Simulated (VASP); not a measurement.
A run of VASP 6.6.1 is set up as follows.

INCAR

```
PREC = Accurate
ENCUT = 750
EDIFF = 1E-6
ISMEAR = 0
SIGMA = 0.01
LREAL = False
LASPH = True
NELM = 120
ALGO = Normal
ISIF = 2
LWAVE = False
LCHARG = False
GGA = PE
NBANDS = 12
GGA_COMPAT = False
```

File KPOINTS:

```
Automatic mesh
0
Gamma
  6 6 6
```

The input POSCAR:

```
LiBr
1.0
    0.0000000000      2.7844672010      2.7844672010
    2.7844672010      0.0000000000      2.7844672010
    2.7844672010      2.7844672010      0.0000000000
Li Br
1 1
Direct
    0.0000000000      0.0000000000      0.0000000000
    0.5000000000      0.5000000000      0.5000000000
```

Potentials or basis: VASP PAW PBE potentials, release 64 (Li_sv, Br).

The run is started by

```console
$ cat potpaw_PBE.64/Li_sv/POTCAR potpaw_PBE.64/Br/POTCAR > POTCAR
$ mpirun -np 1 vasp_std > vasp.out
```

Predict the band gap on the k mesh.

4.79 eV, direct.

Predict the pressure.

-0.8 GPa.
